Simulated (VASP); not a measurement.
# MgO (Periclase) (Fm-3m) in VASP: single point with PBEsol

Aim: the single point of MgO (Periclase) with PBEsol.

Everything below comes from runs of VASP 6.6.1. Logs are shortened: lines on timing, memory, paths and dates and some standing lists are left out, and cuts for length are marked.

## Step 1: The cell of the first run

The structure is cubic, space group Fm-3m (No. 225). The conventional cell has a = 4.217 Å, b = 4.217 Å, c = 4.217 Å, α = 90.00°, β = 90.00°, γ = 90.00°. Mg (site symmetry m-3m) has 6 O at 2.11 Å within 2.8 Å. Within 2.8 Å of O (site symmetry m-3m) lie 6 Mg at 2.11 Å.

## Step 2: Single point, PBEsol

INCAR reads:

```
SYSTEM = MgO
  ALGO = Normal
  EDIFF = 1E-7
  ENCUT = 520
  GGA = PS
  ISIF = 2
  ISMEAR = 0
  LASPH = .True.
  LCHARG = .False.
  LREAL = .False.
  LWAVE = .False.
  NBANDS = 11
  NELM = 80
  PREC = Accurate
  SIGMA = 0.01
```

KPOINTS reads:

```
k-points
0
Gamma
  6 6 6
  0 0 0
```

POSCAR reads:

```
MgO
1.0
    0.0000000000      2.1085000000      2.1085000000
    2.1085000000      0.0000000000      2.1085000000
    2.1085000000      2.1085000000      0.0000000000
Mg O
1 1
Direct
    0.0000000000      0.0000000000      0.0000000000
    0.5000000000      0.5000000000      0.5000000000
```

Potentials or basis: VASP PAW PBE potentials, release 64 (Mg, O).

Started as:

```bash
$ cat potpaw_PBE.64/Mg/POTCAR potpaw_PBE.64/O/POTCAR > POTCAR
$ mpirun -np 1 vasp_std > vasp.out
```

OUTCAR:

```text
SYSTEM = MgO
   EDIFF = 1E-7
   ENCUT = 520
   GGA = PS
   ISIF = 2
   ISMEAR = 0
   LASPH = .True.
   LREAL = .False.
   NELM = 80
   PREC = Accurate

 ion  position               nearest neighbor table
   1  0.000  0.000  0.000-   2 2.11   2 2.11   2 2.11   2 2.11   2 2.11   2 2.11
   2  0.500  0.500  0.500-   1 2.11   1 2.11   1 2.11   1 2.11   1 2.11   1 2.11

  LATTYP: Found a face centered cubic cell.
 ALAT       =     4.2170000000

  Lattice vectors:

 A1 = (   0.0000000000,   2.1085000000,   2.1085000000)
 A2 = (   2.1085000000,   0.0000000000,   2.1085000000)
 A3 = (   2.1085000000,   2.1085000000,   0.0000000000)

Analysis of symmetry for initial positions (statically):
=====================================================================
 Subroutine PRICEL returns:
 Original cell was already a primitive cell.

 Routine SETGRP: Setting up the symmetry group for a
 face centered cubic supercell.

 Subroutine GETGRP returns: Found 48 space group operations
 (whereof 48 operations were pure point group operations)
 out of a pool of 48 trial point group operations.

The static configuration has the point symmetry O_h .

Analysis of symmetry for dynamics (positions and initial velocities):
=====================================================================
 Subroutine PRICEL returns:
 Original cell was already a primitive cell.

 Routine SETGRP: Setting up the symmetry group for a
 face centered cubic supercell.

 Subroutine GETGRP returns: Found 48 space group operations
 (whereof 48 operations were pure point group operations)
 out of a pool of 48 trial point group operations.

The dynamic configuration has the point symmetry O_h .

 Subroutine INISYM returns: Found 48 space group operations
 (whereof 48 operations are pure point group operations),
 and found     1 'primitive' translations

----------------------------------------------------------------------------------------

                                     Primitive cell

  volume of cell :      18.7478

  direct lattice vectors                    reciprocal lattice vectors
     0.000000000  2.108500000  2.108500000    -0.237135404  0.237135404  0.237135404
     2.108500000  0.000000000  2.108500000     0.237135404 -0.237135404  0.237135404
     2.108500000  2.108500000  0.000000000     0.237135404  0.237135404 -0.237135404

  length of vectors
     2.981869296  2.981869296  2.981869296     0.410730569  0.410730569  0.410730569

  position of ions in fractional coordinates (direct lattice)
     0.000000000  0.000000000  0.000000000
     0.500000000  0.500000000  0.500000000

  ion indices of the primitive-cell ions
   primitive index   ion index
                 1           1
                 2           2

----------------------------------------------------------------------------------------

 KPOINTS: k-points

Automatic generation of k-mesh.
 Grid dimensions read from file:
 generate k-points for:    6    6    6

 Generating k-lattice:

  Cartesian coordinates                     Fractional coordinates (reciprocal lattice)
    -0.039522567  0.039522567  0.039522567     0.166666667  0.000000000  0.000000000
     0.039522567 -0.039522567  0.039522567     0.000000000  0.166666667  0.000000000
     0.039522567  0.039522567 -0.039522567     0.000000000  0.000000000  0.166666667

  Length of vectors
     0.068455095  0.068455095  0.068455095

  Shift w.r.t. Gamma in fractional coordinates (k-lattice)
     0.000000000  0.000000000  0.000000000

 Subroutine IBZKPT returns following result:
 ===========================================

 Found     16 irreducible k-points:

 Following reciprocal coordinates:
            Coordinates               Weight
  0.000000  0.000000  0.000000      1.000000
  0.166667  0.000000  0.000000      8.000000
  0.333333  0.000000  0.000000      8.000000
  0.500000  0.000000  0.000000      4.000000
  0.166667  0.166667  0.000000      6.000000
  0.333333  0.166667  0.000000     24.000000
[... 8 lines left out ...]
 -0.333333  0.333333  0.166667     24.000000
 -0.333333  0.500000  0.166667     12.000000
   k-points           NKPTS =     16   k-points in BZ     NKDIM =     16   number of bands    NBANDS=     11
   number of dos      NEDOS =    301   number of ions     NIONS =      2
   total plane-waves  NPLWV =  13824
   dimension x,y,z NGX =    24 NGY =   24 NGZ =   24
   dimension x,y,z NGXF=    48 NGYF=   48 NGZF=   48
   ions per type =               1   1
   NGX,Y,Z   is equivalent  to a cutoff of  13.38, 13.38, 13.38 a.u.
   NGXF,Y,Z  is equivalent  to a cutoff of  26.76, 26.76, 26.76 a.u.
 SYSTEM =  MgO
   PREC   = accura    normal or accurate (medium, high low for compatibility)
   ISTART =      0    job   : 0-new  1-cont  2-samecut
   ICHARG =      2    charge: 1-file 2-atom 10-const
   ISPIN  =      1    spin polarized calculation?
   LNONCOLLINEAR =      F non collinear calculations
   LSORBIT =      F    spin-orbit coupling
   LASPH  =      T    aspherical Exc in radial PAW
   ENCUT  =  520.0 eV  38.22 Ry    6.18 a.u.   5.54  5.54  5.54*2*pi/ulx,y,z
   NELM   =     80;   NELMIN=  2; NELMDL= -5     # of ELM steps
   EDIFF  = 0.1E-06   stopping-criterion for ELM
   LREAL  =      F    real-space projection
   EDIFFG = 0.1E-05   stopping-criterion for IOM
   NSW    =      0    number of steps for IOM
   IBRION =     -1    ionic relax: 0-MD 1-quasi-New 2-CG
   NFREE  =      0    steps in history (QN), initial steepest desc. (CG)
   ISIF   =      2    stress and relaxation
   ISYM   =      2    0-nonsym 1-usesym 2-fastsym
   POTIM  = 0.5000    time-step for ionic-motion
   TEBEG  =    0.0;   TEEND  =   0.0 temperature during run
   PSTRESS=    0.0 pullay stress
   NELECT =       8.0000    total number of electrons
   NUPDOWN=      -1.0000    fix difference up-down
   EMIN   =  10.00;   EMAX   =-10.00  energy-range for DOS
   EFERMI =   0.00;   METHOD = LEGACY
   ISMEAR =     0;   SIGMA  =   0.01  broadening in eV -4-tet -1-fermi 0-gaus
   EFERMI_NEDOS =   21; number of points for ismear=-14 and -15
   IALGO  =     38    algorithm
   IMIX   =      4    mixing-type and parameters
     AMIX     =   0.40;   BMIX     =  1.00
     AMIX_MAG =   1.60;   BMIX_MAG =  1.00
  volume/ion in A,a.u.               =       9.37        63.26
  Fermi-wavevector in a.u.,A,eV,Ry     =   1.232503  2.329092 20.668107  1.519063
  Thomas-Fermi vector in A             =   2.367270
   LORBIT       =      0    0 simple, 1 ext, 2 COOP (PROOUT), +10 PAW based schemes
   GGA     = PS    functional components
   LHFCALC =     F    Hartree Fock is set to
   AEXX    =    0.0000 exact exchange contribution
   IVDW    =     0    specifies the selected vdW correction
   LEPSILON=     F    determine dielectric tensor
   LRPA    =     F    only Hartree local field effects (RPA)
 non-spin polarized calculation
 Gauss-broadening in eV      SIGMA  =   0.01
  energy-cutoff  :      520.00
  volume of cell :       18.75
 maximum number of plane-waves:       531
 NGX is ok and might be reduce to    24
   NGX = 11   NGY = 11   NGZ = 11

 number of electron       8.0000005 magnetization

 Free energy of the ion-electron system (eV)
  ---------------------------------------------------
  ext. energy  EPLUGINS =         0.00000000
  ---------------------------------------------------
  free energy    TOTEN  =       -12.51190813 eV

  energy without entropy =      -12.51190813  energy(sigma->0) =      -12.51190813

 E-fermi :   3.0958     XC(G=0): -11.2932

 val. band max:        3.0416564972   @ k =   0.0000   0.0000   0.0000
 cond. band min:       7.6417211112   @ k =   0.0000   0.0000   0.0000
 fundamental gap:      4.6000646140
 Fermi energy:         3.0958087848

 k-point     1 :       0.0000    0.0000    0.0000
  band No.  band energies     occupation
      1     -14.1461      2.00000
      2       3.0417      2.00000
      3       3.0417      2.00000
      4       3.0417      2.00000
      5       7.6417      0.00000
      6      18.6535      0.00000
      7      18.6535      0.00000
      8      18.6535      0.00000
      9      22.4869      0.00000
     10      24.3663      0.00000
     11      24.3663      0.00000

 k-point     2 :       0.1667    0.0000    0.0000
  band No.  band energies     occupation
      1     -13.8593      2.00000
      2       1.5115      2.00000
      3       2.8656      2.00000
      4       2.8656      2.00000
      5       9.0709      0.00000
      6      16.3138      0.00000
      7      19.2270      0.00000
      8      19.2270      0.00000
      9      23.0782      0.00000
     10      23.0782      0.00000
     11      25.1137      0.00000

 k-point     3 :       0.3333    0.0000    0.0000
  band No.  band energies     occupation
      1     -13.2129      2.00000
      2      -0.6672      2.00000
      3       2.5368      2.00000
      4       2.5368      2.00000
      5      10.5562      0.00000
      6      15.1989      0.00000
      7      19.4439      0.00000
      8      19.4439      0.00000
      9      23.7533      0.00000
     10      23.7533      0.00000
     11      24.2941      0.00000

 k-point     4 :       0.5000    0.0000    0.0000
  band No.  band energies     occupation
      1     -12.8404      2.00000
      2      -1.6234      2.00000
      3       2.3825      2.00000
      4       2.3825      2.00000
      5      10.7638      0.00000
      6      15.5063      0.00000
      7      19.1820      0.00000
      8      19.1820      0.00000
      9      23.7537      0.00000
     10      25.3336      0.00000
     11      25.3336      0.00000
[... 127 lines left out ...]
 k-point    14 :       0.5000    0.3333    0.1667
  band No.  band energies     occupation
      1     -12.8343      2.00000
      2      -0.5362      2.00000
      3       1.1667      2.00000
      4       2.0143      2.00000
      5      12.9075      0.00000
      6      13.9294      0.00000
      7      16.4482      0.00000
      8      20.0586      0.00000
      9      22.3131      0.00000
     10      25.7379      0.00000
     11      30.6963      0.00000

 k-point    15 :      -0.3333    0.3333    0.1667
  band No.  band energies     occupation
      1     -12.6062      2.00000
      2      -0.5864      2.00000
      3       0.5422      2.00000
      4       1.7621      2.00000
      5      13.4428      0.00000
      6      14.8267      0.00000
      7      15.6380      0.00000
      8      19.3657      0.00000
      9      23.6370      0.00000
     10      24.8518      0.00000
     11      30.6133      0.00000

 k-point    16 :      -0.3333    0.5000    0.1667
  band No.  band energies     occupation
      1     -12.5367      2.00000
      2      -0.5601      2.00000
      3       0.7719      2.00000
      4       1.3559      2.00000
      5      13.4074      0.00000
      6      14.3287      0.00000
      7      15.3525      0.00000
      8      19.3710      0.00000
      9      23.0341      0.00000
     10      27.4903      0.00000
     11      29.0919      0.00000

------------------------ aborting loop because EDIFF is reached ----------------------------------------

  FORCE on cell =-STRESS in cart. coord.  units (eV):
  Direction    XX          YY          ZZ          XY          YZ          ZX
  --------------------------------------------------------------------------------------
  -------------------------------------------------------------------------------------
  Total       -0.0965734     -0.0965734     -0.0965734      0.0000000      0.0000000      0.0000000
  in kB       -8.2531034     -8.2531034     -8.2531034      0.0000000      0.0000000      0.0000000
  external PRESSURE =      -8.2531034 kB  Pullay stress =       0.0000000 kB

 VOLUME and BASIS-vectors are now :
 -----------------------------------------------------------------------------
  energy-cutoff  :      520.00
  volume of cell :       18.75
      direct lattice vectors                 reciprocal lattice vectors
     0.000000000  2.108500000  2.108500000    -0.237135404  0.237135404  0.237135404
     2.108500000  0.000000000  2.108500000     0.237135404 -0.237135404  0.237135404
     2.108500000  2.108500000  0.000000000     0.237135404  0.237135404 -0.237135404

 POSITION                                       TOTAL-FORCE (eV/Angst)
 -----------------------------------------------------------------------------------
      0.00000      0.00000      0.00000        -0.000000     -0.000000      0.000000
      2.10850      2.10850      2.10850         0.000000      0.000000     -0.000000
 -----------------------------------------------------------------------------------
    total drift:                               -0.000000     -0.000000      0.000000

  FREE ENERGIE OF THE ION-ELECTRON SYSTEM (eV)
  ---------------------------------------------------
  free  energy   TOTEN  =       -12.5119081264 eV

  energy  without entropy=      -12.5119081264  energy(sigma->0) =      -12.51190813
```

Wall time 5.6 s (1 thread of Intel Xeon 8259CL, shared host); peak memory 0.14 GiB.

Results:

| Property | Result |
| --- | --- |
| Free energy | -12.5119 eV |
| Pressure | -0.8 GPa |
| Band gap on the k mesh | 4.60 eV, direct |

Caveat: the k points lie up to 0.43 Å⁻¹ apart; the PAW data sets were made with another functional, which shifts forces and pressure a little. Expect the measured gap to be larger: semilocal functionals such as PBEsol lack the derivative discontinuity.
